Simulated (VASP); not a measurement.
# YbBi (I4_1/amd) in VASP: relaxation of cell and atoms with PBE

Aim: the relaxation of cell and atoms of YbBi with PBE.

Everything below comes from runs of VASP 6.6.1. Logs are shortened: lines on timing, memory, paths and dates and some standing lists are left out, and cuts for length are marked.

### Step 1. The cell of the first run

Symmetry: I4_1/amd, No. 141, tetragonal system. The conventional cell has a = 4.595 Å, b = 4.595 Å, c = 10.554 Å, α = 90.00°, β = 90.00°, γ = 90.00°. Bi (site symmetry -4m2) has 8 Yb at 3.25 to 3.50 Å and 4 Bi at 3.50 Å within 4.3 Å. Yb (site symmetry -4m2) has 8 Bi at 3.25 to 3.50 Å and 4 Yb at 3.50 Å within 4.3 Å.

### Step 2. Relaxation of cell and atoms, PBE, collinear spin, zero start

INCAR reads:

```
PREC = Accurate ; ENCUT = 600
EDIFF = 1E-7 ; ISMEAR = -1
SIGMA = 0.1 ; LREAL = False
LASPH = True ; NELM = 200
ALGO = Normal ; ISIF = 3
LWAVE = False ; LCHARG = False
ISPIN = 2 ; MAGMOM = 0 0 0 0
LORBIT = 11 ; LMAXMIX = 6
GGA = PE ; IBRION = 2
NSW = 60 ; EDIFFG = -0.02
GGA_COMPAT = False ; NELMIN = 4
```

KPOINTS reads:

```
Automatic mesh
0
Gamma
  4 4 4
```

POSCAR reads:

```
YbBi
1.0
    0.0000000000      4.5947844500      0.0000000000
    4.5947844500      0.0000000000      0.0000000000
    2.2973922200      2.2973922200     -5.2771289800
Bi Yb
2 2
Direct
    0.5000000000      0.5000000000      0.0000000000
    0.2500000000      0.7500000000      0.5000000000
    0.0000000000      0.0000000000      0.0000000000
    0.7500000000      0.2500000000      0.5000000000
```

Potentials or basis: VASP PAW PBE potentials, release 64 (Bi_d, Yb).

Command:

```bash
> cat potpaw_PBE.64/Bi_d/POTCAR potpaw_PBE.64/Yb/POTCAR > POTCAR
> mpirun -np 1 vasp_std > vasp.out
```

OUTCAR:

```text
PREC = Accurate
   ENCUT = 600
   EDIFF = 1E-7
   ISMEAR = -1
   LREAL = False
   LASPH = True
   NELM = 200
   ISIF = 3
   ISPIN = 2
   LORBIT = 11
   GGA = PE
   IBRION = 2
   NSW = 60
   EDIFFG = -0.02
   NELMIN = 4

 ion  position               nearest neighbor table
   1  0.500  0.500  0.000-   3 3.25   3 3.25   3 3.25   3 3.25   4 3.50   2 3.50   4 3.50   2 3.50
                             4 3.50   2 3.50   4 3.50   2 3.50
   2  0.250  0.750  0.500-   4 3.25   4 3.25   4 3.25   4 3.25   3 3.50   3 3.50   1 3.50   1 3.50
                             1 3.50   1 3.50   3 3.50   3 3.50
   3  0.000  0.000  0.000-   1 3.25   1 3.25   1 3.25   1 3.25   4 3.50   2 3.50   4 3.50   2 3.50
                             4 3.50   4 3.50   2 3.50   2 3.50
   4  0.750  0.250  0.500-   2 3.25   2 3.25   2 3.25   2 3.25   3 3.50   1 3.50   3 3.50   1 3.50
                             3 3.50   1 3.50   3 3.50   1 3.50

  LATTYP: Found a body centered tetragonal cell.
 ALAT       =     4.5947844500
 C/A-ratio  =     2.2970082873

  Lattice vectors:

 A1 = (  -2.2973922200,   2.2973922300,   5.2771289800)
 A2 = (   2.2973922300,  -2.2973922200,   5.2771289800)
 A3 = (   2.2973922200,   2.2973922200,  -5.2771289800)

Analysis of symmetry for initial positions (statically):
=====================================================================
 Subroutine PRICEL returns:
 Original cell was already a primitive cell.

 Routine SETGRP: Setting up the symmetry group for a
 body centered tetragonal supercell.

 Subroutine GETGRP returns: Found 16 space group operations
 (whereof  8 operations were pure point group operations)
 out of a pool of 16 trial point group operations.

The static configuration has the point symmetry D_2d.
 The point group associated with its full space group is D_4h.

Analysis of symmetry for dynamics (positions and initial velocities):
=====================================================================
 Subroutine PRICEL returns:
 Original cell was already a primitive cell.

 Routine SETGRP: Setting up the symmetry group for a
 body centered tetragonal supercell.

 Subroutine GETGRP returns: Found 16 space group operations
 (whereof  8 operations were pure point group operations)
 out of a pool of 16 trial point group operations.

The dynamic configuration has the point symmetry D_2d.
 The point group associated with its full space group is D_4h.

Analysis of structural, dynamic, and magnetic symmetry:
=====================================================================
 Subroutine PRICEL returns:
 Original cell was already a primitive cell.

 Routine SETGRP: Setting up the symmetry group for a
 body centered tetragonal supercell.

 Subroutine GETGRP returns: Found 16 space group operations
 (whereof  8 operations were pure point group operations)
 out of a pool of 16 trial point group operations.

The overall configuration has the point symmetry D_2d.
 The point group associated with its full space group is D_4h.

 Subroutine INISYM returns: Found 16 space group operations
 (whereof  8 operations are pure point group operations),
 and found     1 'primitive' translations

----------------------------------------------------------------------------------------

                                     Primitive cell

  volume of cell :     111.4110

  direct lattice vectors                    reciprocal lattice vectors
     0.000000000  4.594784450  0.000000000     0.000000000  0.217638066  0.094748489
     4.594784450  0.000000000  0.000000000     0.217638066  0.000000000  0.094748489
     2.297392220  2.297392220 -5.277128980     0.000000000  0.000000000 -0.189496979

  length of vectors
     4.594784450  4.594784450  6.197105155     0.237368077  0.237368077  0.189496979

  position of ions in fractional coordinates (direct lattice)
     0.500000000  0.500000000  0.000000000
     0.250000000  0.750000000  0.500000000
     0.000000000  0.000000000  0.000000000
     0.750000000  0.250000000  0.500000000

  ion indices of the primitive-cell ions
   primitive index   ion index
                 1           1
                 2           2
                 3           3
                 4           4

----------------------------------------------------------------------------------------

 KPOINTS: Automatic mesh

Automatic generation of k-mesh.
 Grid dimensions read from file:
 generate k-points for:    4    4    4

 Generating k-lattice:

  Cartesian coordinates                     Fractional coordinates (reciprocal lattice)
     0.000000000  0.054409516  0.023687122     0.250000000  0.000000000 -0.000000000
     0.054409516  0.000000000  0.023687122     0.000000000  0.250000000 -0.000000000
     0.000000000  0.000000000 -0.047374245     0.000000000  0.000000000  0.250000000

  Length of vectors
     0.059342019  0.059342019  0.047374245

  Shift w.r.t. Gamma in fractional coordinates (k-lattice)
     0.000000000  0.000000000  0.000000000

 Subroutine IBZKPT returns following result:
 ===========================================

 Found     13 irreducible k-points:

 Following reciprocal coordinates:
            Coordinates               Weight
  0.000000  0.000000  0.000000      1.000000
  0.250000  0.000000 -0.000000      8.000000
  0.500000  0.000000 -0.000000      4.000000
  0.250000  0.250000 -0.000000      8.000000
  0.500000  0.250000  0.000000     16.000000
 -0.250000  0.250000  0.000000      4.000000
  0.500000  0.500000 -0.000000      2.000000
  0.000000  0.000000  0.250000      2.000000
  0.500000  0.000000  0.250000      4.000000
 -0.250000  0.000000  0.250000      8.000000
  0.500000  0.500000  0.250000      2.000000
 -0.250000 -0.250000  0.250000      4.000000
  0.000000  0.000000  0.500000      1.000000
   k-points           NKPTS =     13   k-points in BZ     NKDIM =     13   number of bands    NBANDS=     46
   number of dos      NEDOS =    301   number of ions     NIONS =      4
   total plane-waves  NPLWV =  80000
   dimension x,y,z NGX =    40 NGY =   40 NGZ =   50
   dimension x,y,z NGXF=    80 NGYF=   80 NGZF=  100
   ions per type =               2   2
   NGX,Y,Z   is equivalent  to a cutoff of  14.47, 14.47, 13.41 a.u.
   NGXF,Y,Z  is equivalent  to a cutoff of  28.95, 28.95, 26.83 a.u.
 SYSTEM =  unknown system
   PREC   = accura    normal or accurate (medium, high low for compatibility)
   ISTART =      0    job   : 0-new  1-cont  2-samecut
   ICHARG =      2    charge: 1-file 2-atom 10-const
   ISPIN  =      2    spin polarized calculation?
   LNONCOLLINEAR =      F non collinear calculations
   LSORBIT =      F    spin-orbit coupling
   LASPH  =      T    aspherical Exc in radial PAW
   ENCUT  =  600.0 eV  44.10 Ry    6.64 a.u.   9.18  9.18 12.38*2*pi/ulx,y,z
   NELM   =    200;   NELMIN=  4; NELMDL= -5     # of ELM steps
   EDIFF  = 0.1E-06   stopping-criterion for ELM
   LREAL  =      F    real-space projection
   EDIFFG = -.2E-01   stopping-criterion for IOM
   NSW    =     60    number of steps for IOM
   IBRION =      2    ionic relax: 0-MD 1-quasi-New 2-CG
   NFREE  =      1    steps in history (QN), initial steepest desc. (CG)
   ISIF   =      3    stress and relaxation
   ISYM   =      2    0-nonsym 1-usesym 2-fastsym
   POTIM  = 0.5000    time-step for ionic-motion
   TEBEG  =    0.0;   TEEND  =   0.0 temperature during run
   PSTRESS=    0.0 pullay stress
   NELECT =      78.0000    total number of electrons
   NUPDOWN=      -1.0000    fix difference up-down
   EMIN   =  10.00;   EMAX   =-10.00  energy-range for DOS
   EFERMI =   0.00;   METHOD = LEGACY
   ISMEAR =    -1;   SIGMA  =   0.10  broadening in eV -4-tet -1-fermi 0-gaus
   EFERMI_NEDOS =   21; number of points for ismear=-14 and -15
   IALGO  =     38    algorithm
   IMIX   =      4    mixing-type and parameters
     AMIX     =   0.40;   BMIX     =  1.00
     AMIX_MAG =   1.60;   BMIX_MAG =  1.00
  volume/ion in A,a.u.               =      27.85       187.96
  Fermi-wavevector in a.u.,A,eV,Ry     =   1.453663  2.747025 28.750958  2.113136
  Thomas-Fermi vector in A             =   2.570903
   LORBIT       =     11    0 simple, 1 ext, 2 COOP (PROOUT), +10 PAW based schemes
   GGA     = PE    functional components
   LHFCALC =     F    Hartree Fock is set to
   AEXX    =    0.0000 exact exchange contribution
   IVDW    =     0    specifies the selected vdW correction
   LEPSILON=     F    determine dielectric tensor
   LRPA    =     F    only Hartree local field effects (RPA)
 conjugate gradient relaxation of ions
 spin polarized calculation
  energy-cutoff  :      600.00
  volume of cell :      111.41
 maximum number of plane-waves:      3733
 NGX is ok and might be reduce to    40
   NGX = 19   NGY = 19   NGZ = 25

--------------------------------------- Ionic step        1  -------------------------------------------

 number of electron      77.9999981 magnetization      -0.0017324

 number of electron      77.9999981 magnetization       0.0007979

 Free energy of the ion-electron system (eV)
  ---------------------------------------------------
  ext. energy  EPLUGINS =         0.00000000
  ---------------------------------------------------
  free energy    TOTEN  =       -17.53529342 eV

  energy without entropy =      -17.35462752  energy(sigma->0) =      -17.44496047

------------------------ aborting loop because EDIFF is reached ----------------------------------------

  FORCE on cell =-STRESS in cart. coord.  units (eV):
  Direction    XX          YY          ZZ          XY          YZ          ZX
  --------------------------------------------------------------------------------------
  -------------------------------------------------------------------------------------
  Total        0.7651091      0.7651091      4.7503698      0.0000000      0.0000000      0.0000000
  in kB       11.0028688     11.0028688     68.3140466      0.0000000      0.0000001      0.0000001
  external PRESSURE =      30.1065947 kB  Pullay stress =       0.0000000 kB
[... 187 lines left out ...]
 number of electron      78.0000010 magnetization      -0.0000006

 number of electron      78.0000010 magnetization       0.0000003

 Free energy of the ion-electron system (eV)
  ---------------------------------------------------
  ext. energy  EPLUGINS =         0.00000000
  ---------------------------------------------------
  free energy    TOTEN  =       -17.71334379 eV

  energy without entropy =      -17.53052496  energy(sigma->0) =      -17.62193437

 E-fermi :   5.1988     XC(G=0): -10.3458

 val. band max:        5.1965486193   @ k =   0.0000   0.0000   0.0000
 cond. band min:       5.2771833311   @ k =  -0.2500   0.0000   0.2500
 fundamental gap:      0.0806347119
 Fermi energy:         5.1987538109

 spin component 1

 k-point     1 :       0.0000    0.0000    0.0000
  band No.  band energies     occupation
      1     -46.5566      1.00000
      2     -46.5436      1.00000
      3     -19.0270      1.00000
      4     -18.9001      1.00000
      5     -18.9001      1.00000
      6     -18.8571      1.00000
[... 626 lines left out ...]
     45       8.1001      0.00000
     46       8.1001      0.00000
 Fermi energy:         5.1987538109

 spin component 2

 k-point     1 :       0.0000    0.0000    0.0000
  band No.  band energies     occupation
      1     -46.5566      1.00000
      2     -46.5436      1.00000
      3     -19.0270      1.00000
      4     -18.9001      1.00000
      5     -18.9001      1.00000
      6     -18.8571      1.00000
[... 657 lines left out ...]
  FREE ENERGIE OF THE ION-ELECTRON SYSTEM (eV)
  ---------------------------------------------------
  free  energy   TOTEN  =       -17.7133437860 eV

  energy  without entropy=      -17.5305249612  energy(sigma->0) =      -17.62193437

 reached required accuracy - stopping structural energy minimisation

 total charge

# of ion       s       p       d       f       tot
--------------------------------------------------
    1        1.473   1.545   9.898   0.000  12.916
    2        1.473   1.545   9.898   0.000  12.916
    3        2.138   6.011   0.363  13.582  22.094
    4        2.138   6.011   0.363  13.582  22.094
--------------------------------------------------
tot          7.222  15.112  20.522  27.164  70.020

 magnetization (x)

# of ion       s       p       d       f       tot
--------------------------------------------------
    1       -0.000   0.000   0.000   0.000   0.000
    2       -0.000   0.000   0.000   0.000   0.000
    3       -0.000  -0.000   0.000   0.000  -0.000
    4       -0.000  -0.000   0.000   0.000  -0.000
--------------------------------------------------
tot         -0.000  -0.000   0.000   0.000  -0.000
```

Run time: 59 min. Hardware: 1 thread of Intel Xeon Platinum 8488C (Sapphire Rapids), shared host; peak memory 0.45 GiB.

Results:

```
Free energy                                           : -17.7133 eV
Relaxed volume                                        : 29.82 Å³/atom
Relaxed cell                                          : a = 4.565 Å, b = 4.565 Å, c = 6.572 Å, α = 69.68°, β = 69.68°, γ = 90.00°
Space group after relaxing (to 0.1 Å)                 : I4_1/amd (No. 141)
Energy gained by relaxing                             : 44.5 meV/atom
Ionic steps                                           : 6
Pressure after relaxing                               : 0.1 GPa
Band gap on the k mesh                                : zero (filled and empty bands overlap)
Net moment                                            : 0.00 μB per cell
Valence electrons inside the program's atomic spheres : Bi 12.92; Yb 22.09
```

The path:
| step | energy change (eV) | largest force (eV/Å) | pressure (GPa) | volume (Å³) |
| --- | --- | --- | --- | --- |
| 1 | 0.0000 | 0.0000 | 3.01 | 111.41 |
| 2 | -0.1478 | 0.0000 | -0.41 | 119.98 |
| 3 | -0.1449 | 0.0000 | -1.99 | 123.82 |
| 4 | -0.1509 | 0.0000 | -1.02 | 121.40 |
| 5 | -0.1779 | 0.0000 | -0.07 | 119.48 |
| 6 | -0.1781 | 0.0000 | 0.06 | 119.28 |

Final structure:
```
Bi Yb
1.0
     0.00000    4.56453    0.00000
     4.56453    0.00000    0.00000
     2.28226    2.28226   -5.72486
Bi Yb
2 2
Direct
  0.50000 0.50000 0.00000
  0.25000 0.75000 0.50000
  0.00000 0.00000 0.00000
  0.75000 0.25000 0.50000
```

Levels at points of the mesh, in eV from the Fermi level:
Spin up:
```csv
k point,band 37,band 38,band 39,band 40,band 41,band 42
"(0.00, 0.00, 0.00)",-0.25,-0.17,-0.17,0.00,0.19,0.72
"(0.50, 0.00, 0.00)",-0.46,-0.45,-0.44,0.33,2.07,2.11
"(0.50, 0.50, 0.00)",-0.46,-0.46,-0.14,-0.14,0.91,0.91
"(0.00, 0.00, 0.50)",-0.33,-0.33,0.87,0.87,1.36,1.36
```
Spin down:
```csv
k point,band 35,band 36,band 37,band 38,band 39,band 40,band 41,band 42,band 43,band 44
"(0.00, 0.00, 0.00)",-0.44,-0.25,-0.25,-0.17,-0.17,0.00,0.19,0.72,1.76,2.53
"(0.50, 0.00, 0.00)",-0.48,-0.47,-0.46,-0.45,-0.44,0.33,2.07,2.11,2.34,2.92
"(0.50, 0.50, 0.00)",-0.46,-0.46,-0.46,-0.46,-0.14,-0.14,0.91,0.91,3.41,3.41
"(0.00, 0.00, 0.50)",-0.46,-0.46,-0.33,-0.33,0.87,0.87,1.36,1.36,1.42,1.42
```

Caveat: the k points lie up to 0.37 Å⁻¹ apart in the final cell, too coarse for converged energies and pressures of a metal; spin-orbit coupling is left out, which moves the levels of the heavy elements.

The gap in the log of VASP goes by the Fermi energy; the results here count the filled bands.